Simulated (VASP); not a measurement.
# Sb (Fm-3m) in VASP: notebook

The runs below take Sb through single point, with PBE.

Program: VASP 6.6.1. These are calculated values, not measurements. Logs are shortened: lines on timing, memory, paths and dates and some standing lists are left out, and cuts for length are marked.

### 1 The cell of the first run

The structure is cubic, space group Fm-3m (No. 225). The conventional cell has a = 4.793 Å, b = 4.793 Å, c = 4.793 Å, α = 90.00°, β = 90.00°, γ = 90.00°. Within 4.5 Å of Sb (site symmetry m-3m) lie 12 Sb at 3.39 Å.

This isn't the form of Sb at room conditions, which is rhombohedral.

### 2 Single point, PBE

Contents of INCAR:

```
SYSTEM = Sb
PREC     = Accurate       ! precision mode
ENCUT    = 520            ! plane-wave cutoff, eV
EDIFF    = 1E-6           ! SCF threshold, eV
ISMEAR   = -1             ! smearing method
SIGMA    = 0.025          ! smearing width, eV
LREAL    = .FALSE.        ! projectors in reciprocal space
LASPH    = .TRUE.         ! aspherical terms in the spheres
NELM     = 80             ! most SCF steps
ALGO     = Normal         ! electronic algorithm
ISIF     = 2              ! what is computed and relaxed
LWAVE    = .FALSE.        ! write WAVECAR
LCHARG   = .TRUE.         ! write CHGCAR
GGA      = PE             ! functional
LELF     = .TRUE.         ! ELF
LVHAR    = .TRUE.       
ISYM     = 0            
NBANDS   = 14             ! bands
```

Contents of KPOINTS:

```
Automatic mesh
0
Gamma
  14 14 5
  0.5 0.5 0.5
```

Contents of POSCAR:

```
Sb
1.0
    0.0000000000      2.3962708736     -2.3962708736
   -2.3962708736      0.0000000000      2.3962708736
    4.7925417473      4.7925417473      4.7925417473
Sb
3
Direct
    0.0000000000      0.0000000000      0.0000000000
    0.3333333330      0.6666666670      0.3333333330
    0.6666666670      0.3333333330      0.6666666670
```

Potentials or basis: VASP PAW PBE potentials, release 64 (Sb).

Run with:

```sh
$ cat potpaw_PBE.64/Sb/POTCAR > POTCAR
$ mpirun -np 1 vasp_std > vasp.out
```

OUTCAR:

```text
SYSTEM = Sb
   PREC = Accurate
   ENCUT = 520
   EDIFF = 1E-6
   ISMEAR = -1
   LREAL = .FALSE.
   LASPH = .TRUE.
   NELM = 80
   ISIF = 2
   GGA = PE
   ISYM = 0

 ion  position               nearest neighbor table
   1  0.000  0.000  0.000-   2 3.39   3 3.39   3 3.39   2 3.39   3 3.39   2 3.39
   2  0.333  0.667  0.333-   1 3.39   1 3.39   1 3.39   3 3.39   3 3.39   3 3.39
   3  0.667  0.333  0.667-   1 3.39   1 3.39   1 3.39   2 3.39   2 3.39   2 3.39

IMPORTANT INFORMATION: All symmetrisations will be switched off!
NOSYMM: (Re-)initialisation of all symmetry stuff for point group C_1.

----------------------------------------------------------------------------------------

                                     Primitive cell

  volume of cell :      82.5580

  direct lattice vectors                    reciprocal lattice vectors
     0.000000000  2.396270874 -2.396270874    -0.139105031  0.278210061 -0.139105031
    -2.396270874  0.000000000  2.396270874    -0.278210061  0.139105031  0.139105031
     4.792541747  4.792541747  4.792541747     0.069552515  0.069552515  0.069552515

  length of vectors
     3.388838769  3.388838769  8.300925804     0.340736346  0.340736346  0.120468490

  position of ions in fractional coordinates (direct lattice)
     0.000000000  0.000000000  0.000000000
     0.333333333  0.666666667  0.333333333
     0.666666667  0.333333333  0.666666667

  ion indices of the primitive-cell ions
   primitive index   ion index
                 1           1
                 2           2
                 3           3

----------------------------------------------------------------------------------------

 KPOINTS: Automatic mesh

Automatic generation of k-mesh.
 Grid dimensions read from file:
 generate k-points for:   14   14    5

 Generating k-lattice:

  Cartesian coordinates                     Fractional coordinates (reciprocal lattice)
    -0.009936074  0.019872147 -0.009936074     0.071428571  0.000000000  0.000000000
    -0.019872147  0.009936074  0.009936074     0.000000000  0.071428571  0.000000000
     0.013910503  0.013910503  0.013910503     0.000000000  0.000000000  0.200000000

  Length of vectors
     0.024338310  0.024338310  0.024093698

  Shift w.r.t. Gamma in fractional coordinates (k-lattice)
     0.500000000  0.500000000  0.500000000

 Subroutine IBZKPT returns following result:
 ===========================================

 Found   1470 irreducible k-points:

 Following reciprocal coordinates:
            Coordinates               Weight
  0.035714  0.035714  0.100000      2.000000
 -0.035714  0.071429  0.100000      2.000000
 -0.071429  0.035714  0.100000      2.000000
 -0.035714 -0.035714  0.100000      2.000000
  0.035714 -0.071429  0.100000      2.000000
  0.071429 -0.035714  0.100000      2.000000
[... 16 lines left out ...]
  0.035714 -0.214286  0.100000      2.000000
  0.214286 -0.178571  0.100000      2.000000
 [... further k-points ...]
   k-points           NKPTS =   1470   k-points in BZ     NKDIM =   1470   number of bands    NBANDS=     14
   number of dos      NEDOS =    301   number of ions     NIONS =      3
   total plane-waves  NPLWV =  50176
   dimension x,y,z NGX =    28 NGY =   28 NGZ =   64
   dimension x,y,z NGXF=    56 NGYF=   56 NGZF=  128
   ions per type =               3
   NGX,Y,Z   is equivalent  to a cutoff of  13.74, 13.74, 12.82 a.u.
   NGXF,Y,Z  is equivalent  to a cutoff of  27.47, 27.47, 25.64 a.u.
 SYSTEM =  Sb
   PREC   = accura    normal or accurate (medium, high low for compatibility)
   ISTART =      0    job   : 0-new  1-cont  2-samecut
   ICHARG =      2    charge: 1-file 2-atom 10-const
   ISPIN  =      1    spin polarized calculation?
   LNONCOLLINEAR =      F non collinear calculations
   LSORBIT =      F    spin-orbit coupling
   LASPH  =      T    aspherical Exc in radial PAW
   ENCUT  =  520.0 eV  38.22 Ry    6.18 a.u.   6.30  6.30 15.43*2*pi/ulx,y,z
   NELM   =     80;   NELMIN=  2; NELMDL= -5     # of ELM steps
   EDIFF  = 0.1E-05   stopping-criterion for ELM
   LREAL  =      F    real-space projection
   EDIFFG = 0.1E-04   stopping-criterion for IOM
   NSW    =      0    number of steps for IOM
   IBRION =     -1    ionic relax: 0-MD 1-quasi-New 2-CG
   NFREE  =      0    steps in history (QN), initial steepest desc. (CG)
   ISIF   =      2    stress and relaxation
   ISYM   =      0    0-nonsym 1-usesym 2-fastsym
   POTIM  = 0.5000    time-step for ionic-motion
   TEBEG  =    0.0;   TEEND  =   0.0 temperature during run
   PSTRESS=    0.0 pullay stress
   NELECT =      15.0000    total number of electrons
   NUPDOWN=      -1.0000    fix difference up-down
   EMIN   =  10.00;   EMAX   =-10.00  energy-range for DOS
   EFERMI =   0.00;   METHOD = LEGACY
   ISMEAR =    -1;   SIGMA  =   0.03  broadening in eV -4-tet -1-fermi 0-gaus
   EFERMI_NEDOS =   21; number of points for ismear=-14 and -15
   IALGO  =     38    algorithm
   IMIX   =      4    mixing-type and parameters
     AMIX     =   0.40;   BMIX     =  1.00
     AMIX_MAG =   1.60;   BMIX_MAG =  1.00
  volume/ion in A,a.u.               =      27.52       185.71
  Fermi-wavevector in a.u.,A,eV,Ry     =   0.927226  1.752203 11.697582  0.859748
  Thomas-Fermi vector in A             =   2.053273
   LORBIT       =      0    0 simple, 1 ext, 2 COOP (PROOUT), +10 PAW based schemes
   GGA     = PE    functional components
   LHFCALC =     F    Hartree Fock is set to
   AEXX    =    0.0000 exact exchange contribution
   IVDW    =     0    specifies the selected vdW correction
   LEPSILON=     F    determine dielectric tensor
   LRPA    =     F    only Hartree local field effects (RPA)
 non-spin polarized calculation
  energy-cutoff  :      520.00
  volume of cell :       82.56
 maximum number of plane-waves:      2240
 NGX is ok and might be reduce to    28
   NGX = 13   NGY = 13   NGZ = 31

 number of electron      15.0000000 magnetization

 Free energy of the ion-electron system (eV)
  ---------------------------------------------------
  ext. energy  EPLUGINS =         0.00000000
  ---------------------------------------------------
  free energy    TOTEN  =       -11.46909634 eV

  energy without entropy =      -11.46473136  energy(sigma->0) =      -11.46691385

 E-fermi :   8.2282     XC(G=0): -10.1384

 val. band max:        8.2251612134   @ k =  -0.1786  -0.2500  -0.3000
 cond. band min:       8.2327429989   @ k =  -0.4643  -0.4643   0.3000
 fundamental gap:      0.0075817856
 Fermi energy:         8.2281722860

 k-point     1 :       0.0357    0.0357    0.1000
  band No.  band energies     occupation
      1      -4.4253      2.00000
      2      -2.7491      2.00000
      3      -1.9791      2.00000
      4       4.4924      2.00000
      5       6.1222      2.00000
      6      11.2198      0.00000
      7      11.3717      0.00000
      8      11.9772      0.00000
      9      12.3318      0.00000
     10      12.7283      0.00000
     11      13.1178      0.00000
     12      13.2915      0.00000
     13      16.4546      0.00000
     14      16.5570      0.00000

 k-point     2 :      -0.0357    0.0714    0.1000
  band No.  band energies     occupation
      1      -4.4253      2.00000
      2      -2.7491      2.00000
      3      -1.9791      2.00000
      4       4.4924      2.00000
      5       6.1222      2.00000
      6      11.2198      0.00000
      7      11.3717      0.00000
      8      11.9772      0.00000
      9      12.3318      0.00000
     10      12.7283      0.00000
     11      13.1178      0.00000
     12      13.2915      0.00000
     13      16.4546      0.00000
     14      16.5570      0.00000

 k-point     3 :      -0.0714    0.0357    0.1000
  band No.  band energies     occupation
      1      -4.4253      2.00000
      2      -2.7491      2.00000
      3      -1.9791      2.00000
      4       4.4924      2.00000
      5       6.1222      2.00000
      6      11.2198      0.00000
      7      11.3717      0.00000
      8      11.9772      0.00000
      9      12.3318      0.00000
     10      12.7283      0.00000
     11      13.1178      0.00000
     12      13.2915      0.00000
     13      16.4546      0.00000
     14      16.5570      0.00000

 k-point     4 :      -0.0357   -0.0357    0.1000
  band No.  band energies     occupation
      1      -4.4253      2.00000
      2      -2.7491      2.00000
      3      -1.9791      2.00000
      4       4.4924      2.00000
      5       6.1222      2.00000
      6      11.2198      0.00000
      7      11.3717      0.00000
      8      11.9772      0.00000
      9      12.3318      0.00000
     10      12.7283      0.00000
     11      13.1178      0.00000
     12      13.2915      0.00000
     13      16.4546      0.00000
     14      16.5570      0.00000

 k-point     5 :       0.0357   -0.0714    0.1000
  band No.  band energies     occupation
      1      -4.4253      2.00000
      2      -2.7491      2.00000
      3      -1.9791      2.00000
      4       4.4924      2.00000
      5       6.1222      2.00000
      6      11.2198      0.00000
      7      11.3717      0.00000
      8      11.9772      0.00000
      9      12.3318      0.00000
     10      12.7283      0.00000
     11      13.1178      0.00000
[... 276 lines left out ...]
 k-point    22 :      -0.1786   -0.0357    0.1000
  band No.  band energies     occupation
      1      -3.8148      2.00000
      2      -2.1533      2.00000
      3      -1.4181      2.00000
      4       5.0342      2.00000
      5       6.4751      2.00000
      6       7.7793      2.00000
      7       9.3058      0.00000
      8       9.5036      0.00000
      9      10.3480      0.00000
     10      11.4079      0.00000
     11      12.1186      0.00000
     12      13.0369      0.00000
     13      14.6146      0.00000
     14      15.6302      0.00000

 k-point    23 :       0.0357   -0.2143    0.1000
  band No.  band energies     occupation
      1      -3.8136      2.00000
      2      -2.1675      2.00000
      3      -1.4000      2.00000
      4       4.9702      2.00000
      5       6.4684      2.00000
      6       7.9929      1.99984
      7       8.9855      0.00000
      8       9.9655      0.00000
      9      10.1552      0.00000
     10      11.5269      0.00000
     11      12.0134      0.00000
     12      12.6364      0.00000
     13      14.4660      0.00000
     14      16.2972      0.00000

 k-point    24 :       0.2143   -0.1786    0.1000
  band No.  band energies     occupation
      1      -3.8148      2.00000
      2      -2.1533      2.00000
      3      -1.4181      2.00000
      4       5.0342      2.00000
      5       6.4751      2.00000
      6       7.7793      2.00000
      7       9.3058      0.00000
      8       9.5036      0.00000
      9      10.3480      0.00000
     10      11.4079      0.00000
     11      12.1186      0.00000
     12      13.0369      0.00000
     13      14.6146      0.00000
     14      15.6302      0.00000

 [... further k-points ...]

------------------------ aborting loop because EDIFF is reached ----------------------------------------

  FORCE on cell =-STRESS in cart. coord.  units (eV):
  Direction    XX          YY          ZZ          XY          YZ          ZX
  --------------------------------------------------------------------------------------
  -------------------------------------------------------------------------------------
  Total       -0.0300310     -0.0300308     -0.0300317      0.1518980      0.1518987      0.1518987
  in kB       -0.5828022     -0.5827991     -0.5828153      2.9478375      2.9478511      2.9478527
  external PRESSURE =      -0.5828056 kB  Pullay stress =       0.0000000 kB

 VOLUME and BASIS-vectors are now :
 -----------------------------------------------------------------------------
  energy-cutoff  :      520.00
  volume of cell :       82.56
      direct lattice vectors                 reciprocal lattice vectors
     0.000000000  2.396270874 -2.396270874    -0.139105031  0.278210061 -0.139105031
    -2.396270874  0.000000000  2.396270874    -0.278210061  0.139105031  0.139105031
     4.792541747  4.792541747  4.792541747     0.069552515  0.069552515  0.069552515

 POSITION                                       TOTAL-FORCE (eV/Angst)
 -----------------------------------------------------------------------------------
      0.00000      0.00000      0.00000         0.000000      0.000000      0.000000
     -0.00000      2.39627      2.39627        -0.000012     -0.000012     -0.000012
      2.39627      4.79254      2.39627         0.000011      0.000011      0.000012
 -----------------------------------------------------------------------------------
    total drift:                                0.000000     -0.000000      0.000000

  FREE ENERGIE OF THE ION-ELECTRON SYSTEM (eV)
  ---------------------------------------------------
  free  energy   TOTEN  =       -11.4690963366 eV

  energy  without entropy=      -11.4647313557  energy(sigma->0) =      -11.46691385
```

It took 12 min on 1 thread of Intel Xeon 6975P-C (Granite Rapids), shared host; peak memory 1.3 GiB.

What came out:

```yaml
Free_energy: -11.4691 eV
Pressure: -0.1 GPa
Band_gap_on_the_k_mesh: zero (an odd number of electrons rules out a gap without spin polarisation)
```

Caveat: spin-orbit coupling is left out, which moves the levels of the heavy elements.

### 3 Single point, PBE

INCAR: that of step 2 with these lines changed.

```diff
@@ -2,3 +2,3 @@
 PREC     = Accurate       ! precision mode
-ENCUT    = 520            ! plane-wave cutoff, eV
+ENCUT    = 500            ! plane-wave cutoff, eV
 EDIFF    = 1E-6           ! SCF threshold, eV
@@ -8,3 +8,3 @@
 LASPH    = .TRUE.         ! aspherical terms in the spheres
-NELM     = 80             ! most SCF steps
+NELM     = 120            ! most SCF steps
 ALGO     = Normal         ! electronic algorithm
@@ -16,3 +16,5 @@
 LVHAR    = .TRUE.       
-ISYM     = 0            
+ISYM     = -1           
 NBANDS   = 14             ! bands
+GGA_COMPAT= .FALSE.      
+KPAR     = 1
```

Contents of KPOINTS:

```
explicit points
490
Reciprocal
  0.03571429   0.03571429   0.10000000 2
  0.03571429   0.03571429   0.30000000 2
  0.03571429   0.03571429   0.50000000 2
  0.03571429   0.03571429   0.70000000 2
  0.03571429   0.03571429   0.90000000 2
  0.03571429   0.10714286   0.10000000 2
[... 482 lines left out ...]
  0.46428571   0.96428571   0.70000000 2
  0.46428571   0.96428571   0.90000000 2
```

POSCAR is that of step 2.

Potentials or basis: VASP PAW PBE potentials, release 64 (Sb).

Run with:

```sh
$ cat potpaw_PBE.64/Sb/POTCAR > POTCAR
$ mpirun -np 4 vasp_std > vasp.out
```

It took 5.8 min on 4 MPI ranks of AMD EPYC 7R43 (Zen 3), shared host; peak memory 0.28 GiB.

It converged, with:

| Quantity | Value |
| --- | --- |
| Free energy | -11.4691 eV |
| Pressure | -0.1 GPa |
| Band gap on the k mesh | zero (an odd number of electrons rules out a gap without spin polarisation) |

Levels at points of the mesh, in eV from the Fermi level:
```
           k point  band 5  band 6  band 7  band 8  band 9  band 10  band 11  band 12
(0.04, 0.04, 0.10)   -2.11    2.99    3.14    3.75    4.10     4.50     4.89     5.06
```

Caveat: spin-orbit coupling is left out, which moves the levels of the heavy elements.
